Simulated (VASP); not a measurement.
A run of VASP 6.6.1 is set up as follows.

INCAR

```
SYSTEM = P
  PREC = Accurate
  ENCUT = 520
  EDIFF = 1E-6
  ISMEAR = 0
  SIGMA = 0.02
  LREAL = .False.
  LASPH = .True.
  NELM = 80
  ALGO = Normal
  ISIF = 2
  LWAVE = .False.
  LCHARG = .True.
  GGA = PE
  LELF = .True.
  LVHAR = .True.
  NBANDS = 18
```

Contents of KPOINTS:

```
regular mesh
0
Gamma
  8 1 6
  0 0 0
```

File POSCAR:

```
P
1.0
    3.3526663048      0.0000000000      0.0000000000
    0.0000000000     35.3859092299      0.0000000000
    0.0000000000      0.0000000000      4.5932547159
P
4
Direct
    0.0000000000      0.9698087026      0.5891473187
    0.0000000000      0.0301912974      0.4108526813
    0.5000000000      0.0301912974      0.0891473187
    0.5000000000      0.9698087026      0.9108526813
```

Potentials or basis: VASP PAW PBE potentials, release 64 (P).

Command:

```sh
$ cat potpaw_PBE.64/P/POTCAR > POTCAR
$ mpirun -np 1 vasp_std > vasp.out
```

(1) Predict the band gap on the k mesh.

(2) What does it give for the largest force?

## Answers

(1) 0.81 eV, direct.

(2) 0.263 eV/Å.

Caveat: the cell differs from its parent crystal (biaxial strain in the a-b plane: +1.5 %).
